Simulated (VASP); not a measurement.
A run of VASP 6.6.1 is set up as follows.

The input INCAR:

```
PREC = Accurate
ENCUT = 520
EDIFF = 1E-6
ISMEAR = 0
SIGMA = 0.1
LREAL = False
LASPH = True
NELM = 100
ALGO = Normal
ISIF = 2
LWAVE = False
LCHARG = False
GGA = PE
NBANDS = 36
```

Contents of KPOINTS:

```
regular mesh
0
Gamma
  12 12 4
```

Contents of POSCAR:

```
Ga3Sb2As
1.0
    4.2905747075      0.0000000289      0.0000000000
   -2.1452873787      3.7157466791      0.0000000000
    0.0000000000      0.0000000000     10.5020546000
Ga Sb As
3 2 1
Direct
    0.0000000000      0.0000000000      0.9876830000
    0.6666666667      0.3333333333      0.3326720000
    0.3333333333      0.6666666667      0.6789970000
    0.6666666667      0.3333333333      0.0776450000
    0.3333333333      0.6666666667      0.4223990000
    0.0000000000      0.0000000000      0.7506030000
```

Potentials or basis: VASP PAW PBE potentials, release 64 (Ga_d, Sb, As).

The run is started by

```bash
$ cat potpaw_PBE.64/Ga_d/POTCAR potpaw_PBE.64/Sb/POTCAR potpaw_PBE.64/As/POTCAR > POTCAR
$ mpirun -np 1 vasp_std > vasp.out
```

Problem. Predict the band gap on the k mesh.

Solution. Zero (bands 27 and 28 overlap by 0.11 eV).

Problem. Estimate the largest force.

Solution. 0.011 eV/Å.

Problem. Predict the pressure.

Solution. 0.1 GPa.

Forces in eV/Å, atoms in the order of the input:
```
Ga   0.000  0.000  0.011
Ga   0.000  0.000  0.001
Ga   0.000  0.000  0.001
Sb   0.000  0.000  0.000
Sb   0.000  0.000 -0.001
As   0.000  0.000 -0.011
```

Caveat: semilocal functionals underestimate gaps, and a narrow one can read as zero; spin-orbit coupling is left out, which moves the levels of the heavy elements.
